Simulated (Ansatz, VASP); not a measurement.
## One calculation of AlN, two programs

```xyz
2
Lattice="-0.0231 2.0189 2.0189 2.0189 -0.0231 2.0189 1.9958 1.9958 0.0000" Properties=species:S:1:pos:R:3 pbc="T T T"
Al    0.0000    0.0000    0.0000
N     1.9958    1.9958    2.0189
```

Change from the starting cell: shear_xy strain -2.3%.

Alike in both runs: task single point; functional r2SCAN; k mesh 10 × 10 × 10; no spin polarisation.

|  | VASP | Ansatz |
| --- | --- | --- |
| version | VASP 6.6.1 | Ansatz 0.2.0 |
| potentials or method | VASP PAW PBE potentials, release 64 (Al, N) | plane waves, PAW |
| plane-wave cutoff (eV) | 520 | 500 |
| occupations | gaussian, width 0.01 eV | fixed |
| valence electrons in the cell | 8 | 8 |

Ansatz gave:

| Property | Result |
| --- | --- |
| gap on the k mesh at the Fermi level (eV) | 5.14 |
| pressure (GPa) | 0.1 |
| traceless stress, the component that is largest in VASP (GPa) | 7.76 |

Q: Estimate VASP's values.

A: gap on the k mesh at the Fermi level (eV): 5.13; pressure (GPa): -0.7; traceless stress, the component that is largest in VASP (GPa): 7.77.

VASP's potentials were made for PBE, not for r2SCAN.
